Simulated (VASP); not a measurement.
CaO: single point with PBE

CaO:

```
Ca O
1.0
     0.04114    2.39937    2.39937
     2.39937    0.04114    2.39937
     2.39937    2.39937    0.04114
Ca O
1 1
Cartesian
  0.0000 0.0000 0.0000
  2.4199 2.4199 2.4199
```

This cell differs from its parent crystal: epitaxial 111 strain -1.6%.

| Property | Result |
| --- | --- |
| Program | VASP 6.6.1 |
| Task | single point |
| Functional | PBE |
| Potentials or basis | VASP PAW PBE potentials, release 64 (Ca_sv, O) |
| Cutoff | 520 eV |
| k mesh | 10 × 10 × 10 |
| Occupations | fermi-dirac, width 0.02 eV |
| Spin | no spin polarisation |

The pressure is 6.0 GPa and the band gap on the k mesh is 3.59 eV, indirect (least direct gap 3.95 eV).

Stress tensor (GPa, compression positive):
```
 6.02 -1.37 -1.37
-1.37  6.02 -1.37
-1.37 -1.37  6.02
```

Levels at points of the mesh, in eV from the valence-band top:
```
           k point  band 6  band 7  band 8  band 9  band 10  band 11
(0.00, 0.00, 0.00)   -0.09    0.00    0.00    4.92     6.11     6.35
(0.50, 0.00, 0.00)   -2.74   -1.39   -1.26    7.15     8.43     8.63
(0.50, 0.50, 0.00)   -1.32   -0.44   -0.36    3.59     8.23     9.03
(0.50, 0.50, 0.50)   -2.75   -1.20   -1.20    7.10     8.39     8.39
```

It took 79 s on 1 thread of AMD EPYC 7R43 64-Core Processor (Zen 3), with other jobs on the host, peak memory 0.15 GiB.

Caveat: the cell differs from its parent crystal (epitaxial 111 strain -1.6%). A k mesh can miss the band edges.
